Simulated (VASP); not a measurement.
A run of VASP 6.6.1:

INCAR

```
SYSTEM = AlRu
  PREC = Accurate
  ENCUT = 520
  EDIFF = 1E-6
  ISMEAR = -1
  SIGMA = 0.05
  LREAL = .False.
  LASPH = .True.
  NELM = 80
  ALGO = Normal
  ISIF = 2
  LWAVE = .False.
  LCHARG = .False.
  GGA = PE
  NBANDS = 16
```

The input KPOINTS:

```
Automatic mesh
0
Gamma
  10 10 10
  0 0 0
```

File POSCAR:

```
AlRu
1.0
    2.9511680166      0.0000000000      0.0000000000
    0.0000000000      2.9511680166      0.0000000000
    0.0000000000      0.0000000000      2.9511680166
Al Ru
1 1
Direct
    0.0000000000      0.0000000000      0.0000000000
    0.5000000000      0.5000000000      0.5000000000
```

Potentials or basis: VASP PAW PBE potentials, release 64 (Al, Ru_pv).

The run is started by

```bash
$ cat potpaw_PBE.64/Al/POTCAR potpaw_PBE.64/Ru_pv/POTCAR > POTCAR
$ mpirun -np 1 vasp_std > vasp.out
```

Hardware: 1 thread of Intel(R) Xeon(R) 6975P-C (Granite Rapids) (shared host).

Question: Estimate the wall time of this run.

Answer: Run time: 6.4 s on 1 thread of Intel(R) Xeon(R) 6975P-C (Granite Rapids) (shared host), peak memory 0.15 GiB. Counts: scf iterations 12, k points 56.
